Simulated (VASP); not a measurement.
# AlN (P6_3/mmc) in VASP: notebook

Runs on AlN. Level: PBEsol. Tasks: single point.

Everything below comes from runs of VASP 6.6.1. Logs are shortened: lines on timing, memory, paths and dates and some standing lists are left out, and cuts for length are marked.

## Step 1: The cell of the first run

Symmetry: P6_3/mmc, No. 194, hexagonal system. Conventional cell: a = 3.381 Å, b = 3.381 Å, c = 4.348 Å, α = 90.00°, β = 90.00°, γ = 120.00°. Al (site symmetry -6m2) has 5 N at 1.95 to 2.17 Å within 2.6 Å. Within 2.6 Å of N (site symmetry -6m2) lie 5 Al at 1.95 to 2.17 Å.

## Step 2: Single point, PBEsol

INCAR

```
PREC = Accurate
ENCUT = 520
EDIFF = 1E-7
ISMEAR = 0
SIGMA = 0.05
LREAL = False
LASPH = True
NELM = 80
ALGO = Normal
ISIF = 2
LWAVE = False
LCHARG = False
GGA = PS
NBANDS = 16
```

KPOINTS

```
Automatic mesh
0
Gamma
  9 9 6
```

POSCAR

```
AlN
1.0
    3.3808000000      0.0000000000      0.0000000000
   -1.6904000000      2.9278586851      0.0000000000
    0.0000000000      0.0000000000      4.3483000000
Al N
2 2
Direct
    0.3333333333      0.6666666667      0.7500000000
    0.6666666667      0.3333333333      0.2500000000
    0.3333333333      0.6666666667      0.2500000000
    0.6666666667      0.3333333333      0.7500000000
```

Potentials or basis: VASP PAW PBE potentials, release 64 (Al, N).

Run with:

```bash
cat potpaw_PBE.64/Al/POTCAR potpaw_PBE.64/N/POTCAR > POTCAR
mpirun -np 1 vasp_std > vasp.out
```

OUTCAR:

```text
PREC = Accurate
   ENCUT = 520
   EDIFF = 1E-7
   ISMEAR = 0
   LREAL = False
   LASPH = True
   NELM = 80
   ISIF = 2
   GGA = PS

 ion  position               nearest neighbor table
   1  0.333  0.667  0.750-   4 1.95   4 1.95   4 1.95   3 2.17   3 2.17   2 2.92   2 2.92   2 2.92
                             2 2.92   2 2.92   2 2.92
   2  0.667  0.333  0.250-   3 1.95   3 1.95   3 1.95   4 2.17   4 2.17   1 2.92   1 2.92   1 2.92
                             1 2.92   1 2.92   1 2.92
   3  0.333  0.667  0.250-   2 1.95   2 1.95   2 1.95   1 2.17   1 2.17
   4  0.667  0.333  0.750-   1 1.95   1 1.95   1 1.95   2 2.17   2 2.17

  LATTYP: Found a hexagonal cell.
 ALAT       =     3.3808000000
 C/A-ratio  =     1.2861748699

  Lattice vectors:

 A1 = (   3.3808000000,   0.0000000000,   0.0000000000)
 A2 = (  -1.6904000000,   2.9278586851,   0.0000000000)
 A3 = (   0.0000000000,   0.0000000000,   4.3483000000)

Analysis of symmetry for initial positions (statically):
=====================================================================
 Subroutine PRICEL returns:
 Original cell was already a primitive cell.

 Routine SETGRP: Setting up the symmetry group for a
 hexagonal supercell.

 Subroutine GETGRP returns: Found 24 space group operations
 (whereof 12 operations were pure point group operations)
 out of a pool of 24 trial point group operations.

The static configuration has the point symmetry D_3d.
 The point group associated with its full space group is D_6h.

Analysis of symmetry for dynamics (positions and initial velocities):
=====================================================================
 Subroutine PRICEL returns:
 Original cell was already a primitive cell.

 Routine SETGRP: Setting up the symmetry group for a
 hexagonal supercell.

 Subroutine GETGRP returns: Found 24 space group operations
 (whereof 12 operations were pure point group operations)
 out of a pool of 24 trial point group operations.

The dynamic configuration has the point symmetry D_3d.
 The point group associated with its full space group is D_6h.

 Subroutine INISYM returns: Found 24 space group operations
 (whereof 12 operations are pure point group operations),
 and found     1 'primitive' translations

----------------------------------------------------------------------------------------

                                     Primitive cell

  volume of cell :      43.0417

  direct lattice vectors                    reciprocal lattice vectors
     3.380800000  0.000000000  0.000000000     0.295787979  0.170773269  0.000000000
    -1.690400000  2.927858685  0.000000000     0.000000000  0.341546539  0.000000000
     0.000000000  0.000000000  4.348300000     0.000000000  0.000000000  0.229974933

  length of vectors
     3.380800000  3.380800000  4.348300000     0.341546539  0.341546539  0.229974933

  position of ions in fractional coordinates (direct lattice)
     0.333333333  0.666666667  0.750000000
     0.666666667  0.333333333  0.250000000
     0.333333333  0.666666667  0.250000000
     0.666666667  0.333333333  0.750000000

  ion indices of the primitive-cell ions
   primitive index   ion index
                 1           1
                 2           2
                 3           3
                 4           4

----------------------------------------------------------------------------------------

 KPOINTS: Automatic mesh

Automatic generation of k-mesh.
 Grid dimensions read from file:
 generate k-points for:    9    9    6

 Generating k-lattice:

  Cartesian coordinates                     Fractional coordinates (reciprocal lattice)
     0.032865331  0.018974808  0.000000000     0.111111111 -0.000000000  0.000000000
     0.000000000  0.037949615  0.000000000     0.000000000  0.111111111  0.000000000
     0.000000000  0.000000000  0.038329155     0.000000000  0.000000000  0.166666667

  Length of vectors
     0.037949615  0.037949615  0.038329155

  Shift w.r.t. Gamma in fractional coordinates (k-lattice)
     0.000000000  0.000000000  0.000000000

 Subroutine IBZKPT returns following result:
 ===========================================

 Found     48 irreducible k-points:

 Following reciprocal coordinates:
            Coordinates               Weight
  0.000000  0.000000  0.000000      1.000000
  0.111111 -0.000000  0.000000      6.000000
  0.222222  0.000000  0.000000      6.000000
  0.333333  0.000000  0.000000      6.000000
  0.444444  0.000000  0.000000      6.000000
  0.111111  0.111111  0.000000      6.000000
[... 16 lines left out ...]
  0.333333  0.222222  0.166667     24.000000
  0.333333  0.333333  0.166667      4.000000
 [... further k-points ...]
   k-points           NKPTS =     48   k-points in BZ     NKDIM =     48   number of bands    NBANDS=     16
   number of dos      NEDOS =    301   number of ions     NIONS =      4
   total plane-waves  NPLWV =  25088
   dimension x,y,z NGX =    28 NGY =   28 NGZ =   32
   dimension x,y,z NGXF=    56 NGYF=   56 NGZF=   64
   ions per type =               2   2
   NGX,Y,Z   is equivalent  to a cutoff of  13.77, 13.77, 12.23 a.u.
   NGXF,Y,Z  is equivalent  to a cutoff of  27.54, 27.54, 24.47 a.u.
 SYSTEM =  unknown system
   PREC   = accura    normal or accurate (medium, high low for compatibility)
   ISTART =      0    job   : 0-new  1-cont  2-samecut
   ICHARG =      2    charge: 1-file 2-atom 10-const
   ISPIN  =      1    spin polarized calculation?
   LNONCOLLINEAR =      F non collinear calculations
   LSORBIT =      F    spin-orbit coupling
   LASPH  =      T    aspherical Exc in radial PAW
   ENCUT  =  520.0 eV  38.22 Ry    6.18 a.u.   6.29  6.29  8.08*2*pi/ulx,y,z
   NELM   =     80;   NELMIN=  2; NELMDL= -5     # of ELM steps
   EDIFF  = 0.1E-06   stopping-criterion for ELM
   LREAL  =      F    real-space projection
   EDIFFG = 0.1E-05   stopping-criterion for IOM
   NSW    =      0    number of steps for IOM
   IBRION =     -1    ionic relax: 0-MD 1-quasi-New 2-CG
   NFREE  =      0    steps in history (QN), initial steepest desc. (CG)
   ISIF   =      2    stress and relaxation
   ISYM   =      2    0-nonsym 1-usesym 2-fastsym
   POTIM  = 0.5000    time-step for ionic-motion
   TEBEG  =    0.0;   TEEND  =   0.0 temperature during run
   PSTRESS=    0.0 pullay stress
   NELECT =      16.0000    total number of electrons
   NUPDOWN=      -1.0000    fix difference up-down
   EMIN   =  10.00;   EMAX   =-10.00  energy-range for DOS
   EFERMI =   0.00;   METHOD = LEGACY
   ISMEAR =     0;   SIGMA  =   0.05  broadening in eV -4-tet -1-fermi 0-gaus
   EFERMI_NEDOS =   21; number of points for ismear=-14 and -15
   IALGO  =     38    algorithm
   IMIX   =      4    mixing-type and parameters
     AMIX     =   0.40;   BMIX     =  1.00
     AMIX_MAG =   1.60;   BMIX_MAG =  1.00
  volume/ion in A,a.u.               =      10.76        72.61
  Fermi-wavevector in a.u.,A,eV,Ry     =   1.177114  2.224423 18.852191  1.385597
  Thomas-Fermi vector in A             =   2.313466
   LORBIT       =      0    0 simple, 1 ext, 2 COOP (PROOUT), +10 PAW based schemes
   GGA     = PS    functional components
   LHFCALC =     F    Hartree Fock is set to
   AEXX    =    0.0000 exact exchange contribution
   IVDW    =     0    specifies the selected vdW correction
   LEPSILON=     F    determine dielectric tensor
   LRPA    =     F    only Hartree local field effects (RPA)
 non-spin polarized calculation
 Gauss-broadening in eV      SIGMA  =   0.05
  energy-cutoff  :      520.00
  volume of cell :       43.04
 maximum number of plane-waves:      1174
 NGX is ok and might be reduce to    28
   NGX = 13   NGY = 13   NGZ = 17

 number of electron      16.0000001 magnetization

 Free energy of the ion-electron system (eV)
  ---------------------------------------------------
  ext. energy  EPLUGINS =         0.00000000
  ---------------------------------------------------
  free energy    TOTEN  =       -30.72419075 eV

  energy without entropy =      -30.72419075  energy(sigma->0) =      -30.72419075

 E-fermi :   7.3342     XC(G=0): -11.0103

 val. band max:        7.0674365058   @ k =   0.0000   0.0000   0.0000
 cond. band min:       9.6171472361   @ k =   0.0000   0.0000   0.0000
 fundamental gap:      2.5497107303
 Fermi energy:         7.3341953243

 k-point     1 :       0.0000    0.0000    0.0000
  band No.  band energies     occupation
      1      -9.1565      2.00000
      2      -5.9489      2.00000
      3       0.5321      2.00000
      4       3.9895      2.00000
      5       3.9895      2.00000
      6       5.4954      2.00000
[... 8 lines left out ...]
     15      17.9215      0.00000
     16      18.6470      0.00000

 k-point     2 :       0.1111   -0.0000    0.0000
  band No.  band energies     occupation
      1      -9.0254      2.00000
      2      -5.9380      2.00000
      3       0.6788      2.00000
      4       3.4787      2.00000
      5       3.8022      2.00000
      6       4.9657      2.00000
[... 8 lines left out ...]
     15      17.8537      0.00000
     16      18.0773      0.00000

 k-point     3 :       0.2222    0.0000    0.0000
  band No.  band energies     occupation
      1      -8.6505      2.00000
      2      -5.9458      2.00000
      3       1.1063      2.00000
      4       2.3931      2.00000
      5       3.4166      2.00000
      6       4.0303      2.00000
[... 8 lines left out ...]
     15      17.1416      0.00000
     16      18.5518      0.00000
[... 362 lines left out ...]
 k-point    23 :       0.3333    0.2222    0.1667
  band No.  band energies     occupation
      1      -7.1910      2.00000
      2      -6.4876      2.00000
      3       0.8227      2.00000
      4       1.5259      2.00000
      5       2.1765      2.00000
      6       3.9292      2.00000
[... 8 lines left out ...]
     15      17.8624      0.00000
     16      19.3213      0.00000

 k-point    24 :       0.3333    0.3333    0.1667
  band No.  band energies     occupation
      1      -6.7890      2.00000
      2      -6.7890      2.00000
      3       0.9018      2.00000
      4       1.6630      2.00000
      5       1.6630      2.00000
      6       4.0602      2.00000
[... 8 lines left out ...]
     15      17.6726      0.00000
     16      19.0530      0.00000

 [... further k-points ...]

------------------------ aborting loop because EDIFF is reached ----------------------------------------

  FORCE on cell =-STRESS in cart. coord.  units (eV):
  Direction    XX          YY          ZZ          XY          YZ          ZX
  --------------------------------------------------------------------------------------
  -------------------------------------------------------------------------------------
  Total       -4.5074994     -4.5074994     -4.3864217      0.0000000      0.0000000      0.0000000
  in kB     -167.7865609   -167.7865609   -163.2795801      0.0000000      0.0000000      0.0000000
  external PRESSURE =    -166.2842340 kB  Pullay stress =       0.0000000 kB

 VOLUME and BASIS-vectors are now :
 -----------------------------------------------------------------------------
  energy-cutoff  :      520.00
  volume of cell :       43.04
      direct lattice vectors                 reciprocal lattice vectors
     3.380800000  0.000000000  0.000000000     0.295787979  0.170773269  0.000000000
    -1.690400000  2.927858685  0.000000000     0.000000000  0.341546539  0.000000000
     0.000000000  0.000000000  4.348300000     0.000000000  0.000000000  0.229974933

 POSITION                                       TOTAL-FORCE (eV/Angst)
 -----------------------------------------------------------------------------------
     -0.00000      1.95191      3.26123        -0.000000      0.000000      0.000000
      1.69040      0.97595      1.08708         0.000000     -0.000000      0.000000
     -0.00000      1.95191      1.08708         0.000000      0.000000      0.000000
      1.69040      0.97595      3.26123        -0.000000     -0.000000      0.000000
 -----------------------------------------------------------------------------------
    total drift:                               -0.000000      0.000000     -0.000000

  FREE ENERGIE OF THE ION-ELECTRON SYSTEM (eV)
  ---------------------------------------------------
  free  energy   TOTEN  =       -30.7241907534 eV

  energy  without entropy=      -30.7241907534  energy(sigma->0) =      -30.72419075
```

It took 32 s on 1 thread of Intel Xeon 6975P-C, shared host; peak memory 0.17 GiB.

What came out:

* Free energy: -30.7242 eV
* Pressure: -16.6 GPa
* Band gap on the k mesh: 2.55 eV, direct

Stress tensor (GPa, compression positive):
```
-16.78   0.00   0.00
  0.00 -16.78   0.00
  0.00   0.00 -16.33
```

Levels at points of the mesh, in eV from the valence-band top:
```tsv
k point	band 6	band 7	band 8	band 9	band 10	band 11
(0.00, 0.00, 0.00)	-1.57	-1.57	0.00	2.55	3.73	7.76
(0.00, 0.00, 0.50)	-2.36	-2.36	-2.36	5.02	5.02	8.01
```

Caveat: the PAW data sets were made with another functional, which shifts forces and pressure a little.

## Step 3: Single point, PBEsol

This run uses another cell than the first one, of 10.66 Å³/atom, 0.990 times its volume.

INCAR

```
SYSTEM = AlN
ALGO = Normal
EDIFF = 1E-6
ENCUT = 520
GGA = PS
ISIF = 2
ISMEAR = 0
LASPH = .TRUE.
LCHARG = .FALSE.
LREAL = .FALSE.
LWAVE = .FALSE.
NBANDS = 16
NELM = 80
PREC = Accurate
SIGMA = 0.05
```

KPOINTS

```
k-points
0
G
  9 9 6
  0 0 0
```

Changes to POSCAR since step 2:

```diff
@@ -4,3 +4,3 @@
    -1.6904000000      2.9278586851      0.0000000000
-    0.0000000000      0.0000000000      4.3483000000
+    0.0000000000      0.0000000000      4.3069000000
 Al N
```

Potentials or basis: VASP PAW PBE potentials, release 64 (Al, N).

Run with:

```bash
cat potpaw_PBE.64/Al/POTCAR potpaw_PBE.64/N/POTCAR > POTCAR
mpirun -np 1 vasp_std > vasp.out
```

Wall time 26 s (1 thread of Intel Xeon 6975P-C, shared host); peak memory 0.17 GiB.

The run converged. Its results:

```yaml
Free_energy: -30.7639 eV
Pressure: -15.5 GPa
Band_gap_on_the_k_mesh: 2.65 eV, direct
```

Stress tensor (GPa, compression positive):
```
-15.81   0.00   0.00
  0.00 -15.81   0.00
  0.00   0.00 -14.84
```

Levels at points of the mesh, in eV from the valence-band top:
```
           k point  band 5  band 6  band 7  band 8  band 9  band 10  band 11  band 12
(0.00, 0.00, 0.00)   -3.10   -1.53   -1.53    0.00    2.65     3.80     7.79     7.79
(0.00, 0.00, 0.50)   -2.35   -2.35   -2.35   -2.35    5.11     5.11     8.02     8.02
```

Caveat: the PAW data sets were made with another functional, which shifts forces and pressure a little.

[end of part 1 of 2]
